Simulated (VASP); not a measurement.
# HC6 in VASP: relaxation of the atoms with PBE+D3(BJ)

Aim: the relaxation of the atoms of HC6 with PBE+D3(BJ).

All numbers are computed with VASP 6.6.1; they aren't measurements. Logs are shortened: lines on timing, memory, paths and dates and some standing lists are left out, and cuts for length are marked.

## (1) The cell of the first run

The cell holds a slab with vacuum, 7 atoms: a = 2.465 Å, b = 2.465 Å, c = 25.741 Å, α = 90.00°, β = 90.00°, γ = 120.00°.

## (2) Relaxation of the atoms, PBE+D3(BJ)

The input, INCAR:

```
SYSTEM = HC6
PREC = Accurate
ENCUT = 520
EDIFF = 1E-6
ISMEAR = 0
SIGMA = 0.1
LREAL = .FALSE.
LASPH = .TRUE.
NELM = 80
ALGO = Normal
ISIF = 2
LWAVE = .FALSE.
LCHARG = .FALSE.
LDIPOL = .TRUE.
IDIPOL = 3
DIPOL = 0.5 0.5 0.475
GGA = PE
IVDW = 12
IBRION = 2
NSW = 90
EDIFFG = -0.03
```

The input, KPOINTS:

```
regular mesh
0
G
  12 12 1
  0 0 0
```

The input, POSCAR:

```
HC6
1.0
    2.4649634496      0.0000000000      0.0000000000
   -1.2324817248      2.1347209667      0.0000000000
    0.0000000000      0.0000000000     25.7405394514
C H
6 1
Selective dynamics
Direct
    0.0000000000      0.0000000000      0.3302184157  F F F
    0.3333333333      0.6666666667      0.3302184096  F F F
    0.0000000000      0.0000000000      0.4611507784  T T T
    0.6666666667      0.3333333333      0.4611507723  T T T
    0.0000000000      0.0000000000      0.5920831411  T T T
    0.3333333333      0.6666666667      0.5920831349  T T T
    0.6666666667      0.3333333333      0.5547878854  T T T
```

Potentials or basis: VASP PAW PBE potentials, release 64 (C, H).

On the command line:

```bash
$ cat potpaw_PBE.64/C/POTCAR potpaw_PBE.64/H/POTCAR > POTCAR
$ mpirun -np 1 vasp_std > vasp.out
```

OUTCAR:

```text
SYSTEM = HC6
   PREC = Accurate
   ENCUT = 520
   EDIFF = 1E-6
   ISMEAR = 0
   LREAL = .FALSE.
   LASPH = .TRUE.
   NELM = 80
   ISIF = 2
   GGA = PE
   IVDW = 12
   IBRION = 2
   NSW = 90
   EDIFFG = -0.03
 IVDW          = 12

 ion  position               nearest neighbor table
   1  0.000  0.000  0.330-   2 1.42   2 1.42   2 1.42
   2  0.333  0.667  0.330-   1 1.42   1 1.42   1 1.42
   3  0.000  0.000  0.461-   4 1.42   4 1.42   4 1.42
   4  0.667  0.333  0.461-   3 1.42   3 1.42   3 1.42
   5  0.000  0.000  0.592-   6 1.42   6 1.42   6 1.42
   6  0.333  0.667  0.592-   5 1.42   5 1.42   5 1.42
   7  0.667  0.333  0.555-

  LATTYP: Found a hexagonal cell.
 ALAT       =     2.4649634496
 C/A-ratio  =    10.4425643535

  Lattice vectors:

 A1 = (   2.4649634496,   0.0000000000,   0.0000000000)
 A2 = (  -1.2324817248,   2.1347209667,   0.0000000000)
 A3 = (   0.0000000000,   0.0000000000,  25.7405394514)

Analysis of symmetry for initial positions (statically):
=====================================================================
 Subroutine PRICEL returns:
 Original cell was already a primitive cell.

 Routine SETGRP: Setting up the symmetry group for a
 hexagonal supercell.

 Subroutine GETGRP returns: Found  6 space group operations
 (whereof  6 operations were pure point group operations)
 out of a pool of 24 trial point group operations.

The static configuration has the point symmetry C_3v.

Analysis of symmetry for dynamics (positions and initial velocities):
=====================================================================
 Subroutine PRICEL returns:
 Original cell was already a primitive cell.

 Routine SETGRP: Setting up the symmetry group for a
 hexagonal supercell.

 Subroutine GETGRP returns: Found  6 space group operations
 (whereof  6 operations were pure point group operations)
 out of a pool of 24 trial point group operations.

The dynamic configuration has the point symmetry C_3v.

Analysis of constrained symmetry for selective dynamics:
=====================================================================
 Subroutine PRICEL returns:
 Original cell was already a primitive cell.

 Routine SETGRP: Setting up the symmetry group for a
 hexagonal supercell.

 Subroutine GETGRP returns: Found  6 space group operations
 (whereof  6 operations were pure point group operations)
 out of a pool of 24 trial point group operations.

The constrained configuration has the point symmetry C_3v.

 Subroutine INISYM returns: Found  6 space group operations
 (whereof  6 operations are pure point group operations),
 and found     1 'primitive' translations

----------------------------------------------------------------------------------------

                                     Primitive cell

  volume of cell :     135.4470

  direct lattice vectors                    reciprocal lattice vectors
     2.464963450  0.000000000  0.000000000     0.405685529  0.234222649  0.000000000
    -1.232481725  2.134720967  0.000000000     0.000000000  0.468445298  0.000000000
     0.000000000  0.000000000 25.740539451     0.000000000  0.000000000  0.038849225

  length of vectors
     2.464963450  2.464963450 25.740539451     0.468445298  0.468445298  0.038849225

  position of ions in fractional coordinates (direct lattice)
     0.000000000  0.000000000  0.330218416
     0.333333333  0.666666667  0.330218410
     0.000000000  0.000000000  0.461150778
     0.666666667  0.333333333  0.461150772
     0.000000000  0.000000000  0.592083141
     0.333333333  0.666666667  0.592083135
     0.666666667  0.333333333  0.554787885

  ion indices of the primitive-cell ions
   primitive index   ion index
                 1           1
                 2           2
                 3           3
                 4           4
                 5           5
                 6           6
                 7           7

----------------------------------------------------------------------------------------

[... 28 lines left out ...]
  0.166667 -0.000000  0.000000      6.000000
  0.250000  0.000000  0.000000      6.000000
  0.333333 -0.000000  0.000000      6.000000
  0.416667  0.000000  0.000000      6.000000
[... 11 lines left out ...]
  0.333333  0.250000  0.000000     12.000000
  0.333333  0.333333  0.000000      2.000000
   k-points           NKPTS =     19   k-points in BZ     NKDIM =     19   number of bands    NBANDS=     16
   number of dos      NEDOS =    301   number of ions     NIONS =      7
   total plane-waves  NPLWV =  62208
   dimension x,y,z NGX =    18 NGY =   18 NGZ =  192
   dimension x,y,z NGXF=    36 NGYF=   36 NGZF=  384
   ions per type =               6   1
   NGX,Y,Z   is equivalent  to a cutoff of  12.14, 12.14, 12.40 a.u.
   NGXF,Y,Z  is equivalent  to a cutoff of  24.28, 24.28, 24.80 a.u.
 SYSTEM =  HC6
   PREC   = accura    normal or accurate (medium, high low for compatibility)
   ISTART =      0    job   : 0-new  1-cont  2-samecut
   ICHARG =      2    charge: 1-file 2-atom 10-const
   ISPIN  =      1    spin polarized calculation?
   LNONCOLLINEAR =      F non collinear calculations
   LSORBIT =      F    spin-orbit coupling
   LASPH  =      T    aspherical Exc in radial PAW
   ENCUT  =  520.0 eV  38.22 Ry    6.18 a.u.   4.58  4.58 47.86*2*pi/ulx,y,z
   NELM   =     80;   NELMIN=  2; NELMDL= -5     # of ELM steps
   EDIFF  = 0.1E-05   stopping-criterion for ELM
   LREAL  =      F    real-space projection
   EDIFFG = -.3E-01   stopping-criterion for IOM
   NSW    =     90    number of steps for IOM
   IBRION =      2    ionic relax: 0-MD 1-quasi-New 2-CG
   NFREE  =      1    steps in history (QN), initial steepest desc. (CG)
   ISIF   =      2    stress and relaxation
   ISYM   =      2    0-nonsym 1-usesym 2-fastsym
   POTIM  = 0.5000    time-step for ionic-motion
   TEBEG  =    0.0;   TEEND  =   0.0 temperature during run
   PSTRESS=    0.0 pullay stress
   NELECT =      25.0000    total number of electrons
   NUPDOWN=      -1.0000    fix difference up-down
   EMIN   =  10.00;   EMAX   =-10.00  energy-range for DOS
   EFERMI =   0.00;   METHOD = LEGACY
   ISMEAR =     0;   SIGMA  =   0.10  broadening in eV -4-tet -1-fermi 0-gaus
   EFERMI_NEDOS =   21; number of points for ismear=-14 and -15
   IALGO  =     38    algorithm
   IMIX   =      4    mixing-type and parameters
     AMIX     =   0.40;   BMIX     =  1.00
     AMIX_MAG =   1.60;   BMIX_MAG =  1.00
  volume/ion in A,a.u.               =      19.35       130.58
  Fermi-wavevector in a.u.,A,eV,Ry     =   0.932106  1.761424 11.821024  0.868821
  Thomas-Fermi vector in A             =   2.058669
   LORBIT       =      0    0 simple, 1 ext, 2 COOP (PROOUT), +10 PAW based schemes
   GGA     = PE    functional components
   LHFCALC =     F    Hartree Fock is set to
   AEXX    =    0.0000 exact exchange contribution
   IVDW    =    12    specifies the selected vdW correction
   LEPSILON=     F    determine dielectric tensor
   LRPA    =     F    only Hartree local field effects (RPA)
 conjugate gradient relaxation of ions
 non-spin polarized calculation
 Gauss-broadening in eV      SIGMA  =   0.10
  energy-cutoff  :      520.00
  volume of cell :      135.45
 maximum number of plane-waves:      3696
   NGX =  9   NGY =  9   NGZ = 95

--------------------------------------- Ionic step        1  -------------------------------------------

 number of electron      24.9999991 magnetization

 Free energy of the ion-electron system (eV)
  ---------------------------------------------------
  ext. energy  EPLUGINS =         0.00000000
  ---------------------------------------------------
  free energy    TOTEN  =       -54.98010200 eV

  energy without entropy =      -54.97482935  energy(sigma->0) =      -54.97746568

------------------------ aborting loop because EDIFF is reached ----------------------------------------

 Edisp (eV)   -0.93328

 E8    (eV) :    -0.2646
[... 120 lines left out ...]
  FREE ENERGIE OF THE ION-ELECTRON SYSTEM (eV)
  ---------------------------------------------------
  free  energy   TOTEN  =       -56.3484041724 eV

  energy  without entropy=      -56.3402665311  energy(sigma->0) =      -56.34433535

 vacuum level on the upper side and lower side of the slab       (xc-potential included)        -0.524        -0.095

 E-fermi :   0.0307     XC(G=0):  -4.5570

 val. band max:       -0.0378313920   @ k =   0.3333   0.0833   0.0000
 cond. band min:       0.0909056407   @ k =   0.3333   0.3333   0.0000
 fundamental gap:      0.1287370326
 Fermi energy:         0.0307050650

 k-point     1 :       0.0000    0.0000    0.0000
  band No.  band energies     occupation
      1     -21.1988      2.00000
      2     -20.6126      2.00000
      3     -19.5896      2.00000
      4     -11.5249      2.00000
      5      -8.7548      2.00000
      6      -7.6719      2.00000
[... 338 lines left out ...]
      3     -13.6702      2.00000
      4     -13.2824      2.00000
      5     -12.6633      2.00000
      6     -12.6541      2.00000
[... 8 lines left out ...]
     15       0.0909      0.39457
     16       7.8847      0.00000

 dipolmoment           0.000000      0.000000      0.002339 electrons x Angstroem

[... ionic steps 4 to 16 ...]

--------------------------------------- Ionic step       17  -------------------------------------------

 number of electron      24.9999992 magnetization

------------------------ aborting loop because EDIFF is reached ----------------------------------------
[... 85 lines left out ...]
--------------------------------------- Ionic step       19  -------------------------------------------

 number of electron      24.9999991 magnetization

 dipolmoment           0.000000      0.000000     -0.011338 electrons x Angstroem

 Free energy of the ion-electron system (eV)
  ---------------------------------------------------
  ext. energy  EPLUGINS =         0.00000000
  ---------------------------------------------------
  free energy    TOTEN  =       -56.75007582 eV

  energy without entropy =      -56.74336132  energy(sigma->0) =      -56.74671857

 E-fermi :  -0.3498     XC(G=0):  -4.6223

 val. band max:       -0.3593396843   @ k =   0.1667  -0.0000   0.0000
 cond. band min:      -0.3169106536   @ k =   0.2500   0.2500   0.0000
 fundamental gap:      0.0424290307
 Fermi energy:        -0.3497965435

 k-point     1 :       0.0000    0.0000    0.0000
  band No.  band energies     occupation
      1     -20.6731      2.00000
      2     -20.3686      2.00000
      3     -19.9075      2.00000
      4     -10.8985      2.00000
      5      -8.4908      2.00000
      6      -7.9525      2.00000
[... 340 lines left out ...]
      5     -12.9814      2.00000
      6     -12.9779      2.00000
[... 8 lines left out ...]
     15      -0.1598      0.00720
     16       7.0441      0.00000

------------------------ aborting loop because EDIFF is reached ----------------------------------------

 vacuum level on the upper side and lower side of the slab       (xc-potential included)        -0.256         0.078

 Edisp (eV)   -0.82489

 E8    (eV) :    -0.2343

  FORCE on cell =-STRESS in cart. coord.  units (eV):
  Direction    XX          YY          ZZ          XY          YZ          ZX
  --------------------------------------------------------------------------------------
  -------------------------------------------------------------------------------------
  Total       3.26329     3.26329    -0.16992     0.00000     0.00000    -0.00000
  in kB      38.60085    38.60085    -2.01000     0.00000     0.00000    -0.00000
  external pressure =       25.06 kB  Pullay stress =        0.00 kB
[... 22 lines left out ...]
  FREE ENERGIE OF THE ION-ELECTRON SYSTEM (eV)
  ---------------------------------------------------
  free  energy   TOTEN  =       -57.5749610197 eV

  energy  without entropy=      -57.5682465242  energy(sigma->0) =      -57.57160377

 reached required accuracy - stopping structural energy minimisation

 vacuum level on the upper side and lower side of the slab         3.452         3.778
```

Run time: 17 min. Hardware: 1 thread of Oxide Virtual Turin-like, shared host; peak memory 0.22 GiB.

Results:

| Quantity | Value |
| --- | --- |
| Free energy | -57.5750 eV |
| Band gap on the k mesh | zero (an odd number of electrons rules out a gap without spin polarisation) |
| Dispersion energy per atom | -0.118 eV |

Final structure:
```cif
data_structure
_symmetry_space_group_name_H-M 'P 1'
_symmetry_Int_Tables_number 1
_cell_length_a 2.4650
_cell_length_b 2.4650
_cell_length_c 25.7405
_cell_angle_alpha 90.000
_cell_angle_beta 90.000
_cell_angle_gamma 120.000
_cell_volume 135.45
loop_
_atom_site_label
_atom_site_type_symbol
_atom_site_fract_x
_atom_site_fract_y
_atom_site_fract_z
_atom_site_occupancy
C1 C 0.00000 0.00000 0.33022 1
C2 C 0.33333 0.66667 0.33022 1
C3 C 0.00000 0.00000 0.45697 1
C4 C 0.66667 0.33333 0.46714 1
C5 C 0.00000 0.00000 0.61214 1
C6 C 0.33333 0.66667 0.61216 1
H1 H 0.66667 0.33333 0.51256 1
```

Caveat: an odd number of electrons without spin polarisation forces a metal; a magnetic or distorted state may lie lower.

The gap in the log of VASP goes by the Fermi energy; the results here count the filled bands.